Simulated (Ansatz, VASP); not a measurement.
# One calculation of Ag, two programs

```
Ag
1.0
     0.00000    2.04275    2.04275
     2.04275    0.00000    2.04275
     2.04275    2.04275    0.00000
Ag
1
Direct
  0.00000 0.00000 0.00000
```

Alike in both runs: task relaxation of cell and atoms; functional PBE; k mesh 24 × 24 × 24; occupations gaussian, width 0.03 eV; no spin polarisation.

|  | VASP | Ansatz |
| --- | --- | --- |
| version | VASP 6.6.1 | Ansatz 0.2.0 |
| potentials or method | VASP PAW PBE potentials, release 64 (Ag), cutoff 500 eV | scalar-relativistic, plane waves, PAW |
| valence electrons in the cell | 11 | 19 |

|  | VASP | Ansatz | Ansatz less VASP |
| --- | --- | --- | --- |
| gap on the k mesh at the Fermi level, each at its own relaxed structure (eV) | none | none | - |
| relaxed volume (Å³/atom) | 17.83 | 17.84 | +0.013 |
| relaxed cell length with the largest relative difference (Å) | 2.932 | 2.933 | +0.0007 |

A gap of «none» marks a metal or a gap that the smearing closes. VASP's potentials hold 11 valence electrons a cell and Ansatz's 19, so a difference there can come from the potentials and not from the codes.
